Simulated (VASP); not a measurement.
# MgSe (Fm-3m) in VASP: further runs, part 2 of 2

VASP 6.6.1. The steps go on from the part before.

## Step 5: Single point, r2SCAN

Input file POSCAR:

```
MgSe
1.0
    0.0000000000      2.7362693767      2.7362693767
    2.7362693767      0.0000000000      2.7362693767
    2.7362693767      2.7362693767      0.0000000000
Mg Se
1 1
Direct
    0.0000000000      0.0000000000      0.0000000000
    0.5000000000      0.5000000000      0.5000000000
```

Input file INCAR.step1:

```
SYSTEM = MgSe
PREC     = Accurate       ! precision mode
ENCUT    = 660            ! plane-wave cutoff, eV
ISMEAR   = -5             ! smearing method
SIGMA    = 0.1            ! smearing width, eV
LREAL    = .False.        ! projectors in reciprocal space
LASPH    = .True.         ! aspherical terms in the spheres
NELM     = 120            ! most SCF steps
NBANDS   = 11             ! bands
GGA      = PE             ! functional
ALGO     = Normal         ! electronic algorithm
EDIFF    = 1E-5           ! SCF threshold, eV
LWAVE    = .True.         ! write WAVECAR
LCHARG   = .False.        ! write CHGCAR
GGA_COMPAT= .False.
```

Input file INCAR.step2:

```
SYSTEM = MgSe
PREC     = Accurate       ! precision mode
ENCUT    = 660            ! plane-wave cutoff, eV
EDIFF    = 1E-6           ! SCF threshold, eV
ISMEAR   = -5             ! smearing method
SIGMA    = 0.1            ! smearing width, eV
LREAL    = .False.        ! projectors in reciprocal space
LASPH    = .True.         ! aspherical terms in the spheres
NELM     = 120            ! most SCF steps
ALGO     = Normal         ! electronic algorithm
ISIF     = 2              ! what is computed and relaxed
LWAVE    = .False.        ! write WAVECAR
LCHARG   = .False.        ! write CHGCAR
METAGGA  = R2SCAN         ! meta-GGA
LMIXTAU  = .True.       
NBANDS   = 11             ! bands
ISTART   = 1            
GGA_COMPAT= .False.
```

Input file KPOINTS:

```
Automatic mesh
0
Gamma
  6 6 6
  0 0 0
```

Potentials or basis: VASP PAW PBE potentials, release 64 (Mg, Se).

Command:

```
$ cat potpaw_PBE.64/Mg/POTCAR potpaw_PBE.64/Se/POTCAR > POTCAR
$ cp INCAR.step1 INCAR
$ mpirun -np 1 vasp_std > vasp.out
$ cp INCAR.step2 INCAR
$ mpirun -np 1 vasp_std > vasp.out
```

OUTCAR:

```text
SYSTEM = MgSe
   PREC = Accurate
   ENCUT = 660
   EDIFF = 1E-6
   ISMEAR = -5
   LREAL = .False.
   LASPH = .True.
   NELM = 120
   ISIF = 2
   METAGGA = R2SCAN
   ISTART = 1

 ion  position               nearest neighbor table
   1  0.000  0.000  0.000-   2 2.74   2 2.74   2 2.74   2 2.74   2 2.74   2 2.74
   2  0.500  0.500  0.500-   1 2.74   1 2.74   1 2.74   1 2.74   1 2.74   1 2.74

  LATTYP: Found a face centered cubic cell.
 ALAT       =     5.4725387534

  Lattice vectors:

 A1 = (   0.0000000000,   2.7362693767,   2.7362693767)
 A2 = (   2.7362693767,   0.0000000000,   2.7362693767)
 A3 = (   2.7362693767,   2.7362693767,   0.0000000000)

Analysis of symmetry for initial positions (statically):
=====================================================================
 Subroutine PRICEL returns:
 Original cell was already a primitive cell.

 Routine SETGRP: Setting up the symmetry group for a
 face centered cubic supercell.

 Subroutine GETGRP returns: Found 48 space group operations
 (whereof 48 operations were pure point group operations)
 out of a pool of 48 trial point group operations.

The static configuration has the point symmetry O_h .

Analysis of symmetry for dynamics (positions and initial velocities):
=====================================================================
 Subroutine PRICEL returns:
 Original cell was already a primitive cell.

 Routine SETGRP: Setting up the symmetry group for a
 face centered cubic supercell.

 Subroutine GETGRP returns: Found 48 space group operations
 (whereof 48 operations were pure point group operations)
 out of a pool of 48 trial point group operations.

The dynamic configuration has the point symmetry O_h .

 Subroutine INISYM returns: Found 48 space group operations
 (whereof 48 operations are pure point group operations),
 and found     1 'primitive' translations

----------------------------------------------------------------------------------------

                                     Primitive cell

  volume of cell :      40.9738

  direct lattice vectors                    reciprocal lattice vectors
     0.000000000  2.736269377  2.736269377    -0.182730547  0.182730547  0.182730547
     2.736269377  0.000000000  2.736269377     0.182730547 -0.182730547  0.182730547
     2.736269377  2.736269377  0.000000000     0.182730547  0.182730547 -0.182730547

  length of vectors
     3.869669263  3.869669263  3.869669263     0.316498592  0.316498592  0.316498592

  position of ions in fractional coordinates (direct lattice)
     0.000000000  0.000000000  0.000000000
     0.500000000  0.500000000  0.500000000

  ion indices of the primitive-cell ions
   primitive index   ion index
                 1           1
                 2           2

----------------------------------------------------------------------------------------

 KPOINTS: Automatic mesh

Automatic generation of k-mesh.
 Grid dimensions read from file:
 generate k-points for:    6    6    6
[... 23 lines left out ...]
  0.000000  0.000000  0.000000      1.000000
  0.166667  0.000000  0.000000      8.000000
  0.333333  0.000000  0.000000      8.000000
  0.500000  0.000000  0.000000      4.000000
  0.166667  0.166667  0.000000      6.000000
  0.333333  0.166667  0.000000     24.000000
[... 8 lines left out ...]
 -0.333333  0.333333  0.166667     24.000000
 -0.333333  0.500000  0.166667     12.000000
   k-points           NKPTS =     16   k-points in BZ     NKDIM =     16   number of bands    NBANDS=     11
   number of dos      NEDOS =    301   number of ions     NIONS =      2
   total plane-waves  NPLWV =  32768
   dimension x,y,z NGX =    32 NGY =   32 NGZ =   32
   dimension x,y,z NGXF=    64 NGYF=   64 NGZF=   64
   ions per type =               1   1
   NGX,Y,Z   is equivalent  to a cutoff of  13.75, 13.75, 13.75 a.u.
   NGXF,Y,Z  is equivalent  to a cutoff of  27.50, 27.50, 27.50 a.u.
 SYSTEM =  MgSe
   PREC   = accura    normal or accurate (medium, high low for compatibility)
   ISTART =      1    job   : 0-new  1-cont  2-samecut
   ICHARG =      0    charge: 1-file 2-atom 10-const
   ISPIN  =      1    spin polarized calculation?
   LNONCOLLINEAR =      F non collinear calculations
   LSORBIT =      F    spin-orbit coupling
   LASPH  =      T    aspherical Exc in radial PAW
   ENCUT  =  660.0 eV  48.51 Ry    6.96 a.u.   8.11  8.11  8.11*2*pi/ulx,y,z
   NELM   =    120;   NELMIN=  2; NELMDL=  0     # of ELM steps
   EDIFF  = 0.1E-05   stopping-criterion for ELM
   LREAL  =      F    real-space projection
   EDIFFG = 0.1E-04   stopping-criterion for IOM
   NSW    =      0    number of steps for IOM
   IBRION =     -1    ionic relax: 0-MD 1-quasi-New 2-CG
   NFREE  =      0    steps in history (QN), initial steepest desc. (CG)
   ISIF   =      2    stress and relaxation
   ISYM   =      2    0-nonsym 1-usesym 2-fastsym
   POTIM  = 0.5000    time-step for ionic-motion
   TEBEG  =    0.0;   TEEND  =   0.0 temperature during run
   PSTRESS=    0.0 pullay stress
   NELECT =       8.0000    total number of electrons
   NUPDOWN=      -1.0000    fix difference up-down
   EMIN   =  10.00;   EMAX   =-10.00  energy-range for DOS
   EFERMI =   0.00;   METHOD = LEGACY
   ISMEAR =    -5;   SIGMA  =   0.10  broadening in eV -4-tet -1-fermi 0-gaus
   EFERMI_NEDOS =   21; number of points for ismear=-14 and -15
   IALGO  =     38    algorithm
   IMIX   =      4    mixing-type and parameters
     AMIX     =   0.40;   BMIX     =  1.00
     AMIX_MAG =   1.60;   BMIX_MAG =  1.00
  volume/ion in A,a.u.               =      20.49       138.25
  Fermi-wavevector in a.u.,A,eV,Ry     =   0.949735  1.794740 12.272420  0.901997
  Thomas-Fermi vector in A             =   2.078046
   LORBIT       =      0    0 simple, 1 ext, 2 COOP (PROOUT), +10 PAW based schemes
   METAGGA = R2SCAN    functional components
   LHFCALC =     F    Hartree Fock is set to
   AEXX    =    0.0000 exact exchange contribution
   IVDW    =     0    specifies the selected vdW correction
   LEPSILON=     F    determine dielectric tensor
   LRPA    =     F    only Hartree local field effects (RPA)
 non-spin polarized calculation
 Fermi weights with tetrahedron method with Bloechl corrections
  energy-cutoff  :      660.00
  volume of cell :       40.97
 maximum number of plane-waves:      1591
   NGX = 17   NGY = 17   NGZ = 17

 number of electron       8.0000000 magnetization

 Free energy of the ion-electron system (eV)
  ---------------------------------------------------
  ext. energy  EPLUGINS =         0.00000000
  ---------------------------------------------------
  free energy    TOTEN  =       -21.37810057 eV

  energy without entropy =      -21.37810057  energy(sigma->0) =      -21.37810057

 E-fermi :   2.9124     XC(G=0):  -9.8041

 val. band max:        2.8720442236   @ k =   0.0000   0.0000   0.0000
 cond. band min:       5.3104895105   @ k =   0.5000   0.5000   0.0000
 fundamental gap:      2.4384452869
 Fermi energy:         2.9123766114

 k-point     1 :       0.0000    0.0000    0.0000
  band No.  band energies     occupation
      1     -10.4480      2.00000
      2       2.8720      2.00000
      3       2.8720      2.00000
      4       2.8720      2.00000
      5       6.2814      0.00000
      6      10.9004      0.00000
      7      10.9004      0.00000
      8      10.9004      0.00000
      9      13.4186      0.00000
     10      13.4186      0.00000
     11      14.8343      0.00000
[... 197 lines left out ...]
 k-point    16 :      -0.3333    0.5000    0.1667
  band No.  band energies     occupation
      1      -8.9615      2.00000
      2      -0.9476      2.00000
      3       0.2078      2.00000
      4       0.5375      2.00000
      5       7.0451      0.00000
      6       9.2919      0.00000
      7      11.7878      0.00000
      8      13.1175      0.00000
      9      16.4831      0.00000
     10      17.7810      0.00000
     11      18.3124      0.00000

------------------------ aborting loop because EDIFF is reached ----------------------------------------

  FORCE on cell =-STRESS in cart. coord.  units (eV):
  Direction    XX          YY          ZZ          XY          YZ          ZX
  --------------------------------------------------------------------------------------
  -------------------------------------------------------------------------------------
  Total       -0.0726496     -0.0726496     -0.0726496     -0.0000000     -0.0000000      0.0000000
  in kB       -2.8407764     -2.8407764     -2.8407764     -0.0000000     -0.0000000      0.0000000
  external PRESSURE =      -2.8407764 kB  Pullay stress =       0.0000000 kB

 VOLUME and BASIS-vectors are now :
 -----------------------------------------------------------------------------
  energy-cutoff  :      660.00
  volume of cell :       40.97
      direct lattice vectors                 reciprocal lattice vectors
     0.000000000  2.736269377  2.736269377    -0.182730547  0.182730547  0.182730547
     2.736269377  0.000000000  2.736269377     0.182730547 -0.182730547  0.182730547
     2.736269377  2.736269377  0.000000000     0.182730547  0.182730547 -0.182730547

 POSITION                                       TOTAL-FORCE (eV/Angst)
 -----------------------------------------------------------------------------------
      0.00000      0.00000      0.00000        -0.000000      0.000000      0.000000
      2.73627      2.73627      2.73627         0.000000     -0.000000     -0.000000
 -----------------------------------------------------------------------------------
    total drift:                               -0.000000     -0.000000      0.000000

  FREE ENERGIE OF THE ION-ELECTRON SYSTEM (eV)
  ---------------------------------------------------
  free  energy   TOTEN  =       -21.3781005659 eV

  energy  without entropy=      -21.3781005659  energy(sigma->0) =      -21.37810057
```

Run time: 32 s. Hardware: 1 thread of Intel Xeon Platinum 8375C at 2.90GHz (Ice Lake), shared host; peak memory 0.18 GiB.

What came out:

```yaml
Free_energy: -21.3781 eV
Pressure: -0.3 GPa
Band_gap_on_the_k_mesh: 2.44 eV (least direct gap 3.41 eV)
```

Caveat: the PAW data sets were made with another functional, which shifts forces and pressure a little.

## Step 6: Single point, r2SCAN

POSCAR is that of step 5.

Input file INCAR.step1:

```
SYSTEM = MgSe
ALGO = Normal
EDIFF = 1E-5
ENCUT = 660
GGA = PE
GGA_COMPAT = .False.
ISMEAR = -1
LASPH = .True.
LCHARG = .False.
LREAL = .False.
LWAVE = .True.
NBANDS = 11
NELM = 120
PREC = Accurate
SIGMA = 0.2
```

Input file INCAR.step2:

```
SYSTEM = MgSe
ALGO = Normal
EDIFF = 1E-6
ENCUT = 660
GGA_COMPAT = .False.
ISIF = 2
ISMEAR = -1
ISTART = 1
LASPH = .True.
LCHARG = .False.
LMIXTAU = .True.
LREAL = .False.
LWAVE = .False.
METAGGA = R2SCAN
NBANDS = 11
NELM = 120
PREC = Accurate
SIGMA = 0.2
```

Input file KPOINTS:

```
k-points
0
Gamma
  6 6 6
  0 0 0
```

Potentials or basis: VASP PAW PBE potentials, release 64 (Mg, Se).

Command:

```
$ cat potpaw_PBE.64/Mg/POTCAR potpaw_PBE.64/Se/POTCAR > POTCAR
$ cp INCAR.step1 INCAR
$ mpirun -np 1 vasp_std > vasp.out
$ cp INCAR.step2 INCAR
$ mpirun -np 1 vasp_std > vasp.out
```

Wall time 40 s (1 thread of Intel Xeon Platinum 8375C at 2.90GHz (Ice Lake), shared host); peak memory 0.18 GiB.

Results (log left out):

| Property | Result |
| --- | --- |
| Free energy | -21.3782 eV |
| Pressure | -0.3 GPa |
| Band gap on the k mesh | 2.44 eV (least direct gap 3.41 eV) |

Levels at points of the mesh, in eV from the valence-band top:
```csv
k point,band 1,band 2,band 3,band 4,band 5,band 6,band 7,band 8,band 9
"(0.00, 0.00, 0.00)",-13.32,0.00,0.00,0.00,3.41,8.03,8.03,8.03,10.55
"(0.50, 0.00, 0.00)",-12.19,-4.91,-0.60,-0.60,4.51,6.70,6.70,9.57,12.43
"(0.50, 0.50, 0.00)",-11.86,-4.26,-1.79,-1.79,2.44,4.56,12.74,13.18,13.18
```

Caveat: the PAW data sets were made with another functional, which shifts forces and pressure a little.

## Step 7: The runs side by side

| level | smearing | gap on the mesh (eV) | pressure (GPa) |
| --- | --- | --- | --- |
| r2SCAN | methfessel-paxton 0.001 eV | 2.44 | -0.3 |
| r2SCAN+rVV10 | gaussian 0.01 eV | 2.41 | -0.8 |
| r2SCAN+D3(BJ) | gaussian 0.01 eV | 2.44 | -1.7 |
| r2SCAN | tetrahedron | 2.44 | -0.3 |
| r2SCAN | fermi-dirac 0.2 eV | 2.44 | -0.3 |

Alike in all rows: task single point; potentials or basis VASP PAW PBE potentials, release 64 (Mg, Se); no spin polarisation; cell as given; k mesh 6 × 6 × 6; cutoff (eV) 660.

On the cell as given the gap runs from 2.41 eV (r2SCAN+rVV10) to 2.44 eV (r2SCAN). The pressure there spans -1.7 GPa (r2SCAN+D3(BJ)) to -0.3 GPa (r2SCAN); a positive pressure means that this level wants a larger cell, a negative one a smaller.

Caveats: the PAW data sets were made with another functional, which shifts forces and pressure a little.

Absolute energies hang on the potentials; compare differences alone.
